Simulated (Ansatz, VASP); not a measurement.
# NaCl: VASP beside Ansatz

```
Na Cl
1.0
     0.00000    2.80270    2.80270
     2.80270    0.00000    2.80270
     2.80270    2.80270    0.00000
Na Cl
1 1
Direct
  0.00000 0.00000 0.00000
  0.50000 0.50000 0.50000
```

Alike in both runs: task single point; functional HSE06; k mesh 4 × 4 × 4; no spin polarisation.

|  | VASP | Ansatz |
| --- | --- | --- |
| version | VASP 6.6.1 | Ansatz 0.2.0 |
| potentials or method | VASP PAW PBE potentials, release 64 (Na_pv, Cl) | plane waves, PAW |
| plane-wave cutoff (eV) | 520 | 420 |
| occupations | gaussian, width 0.01 eV | fixed |
| valence electrons in the cell | 14 | 16 |

|  | VASP | Ansatz | Ansatz less VASP |
| --- | --- | --- | --- |
| gap on the k mesh at the Fermi level (eV) | 6.55 | 6.56 | +0.009 |
| pressure (GPa) | 0.7 | 0.7 | -0.03 |

VASP's potentials hold 14 valence electrons a cell and Ansatz's 16, so a difference there can come from the potentials and not from the codes. Ansatz's warnings: stress exchange threshold loose, stress scf threshold loose.

The k mesh is coarse, so the values compare programs but aren't converged.
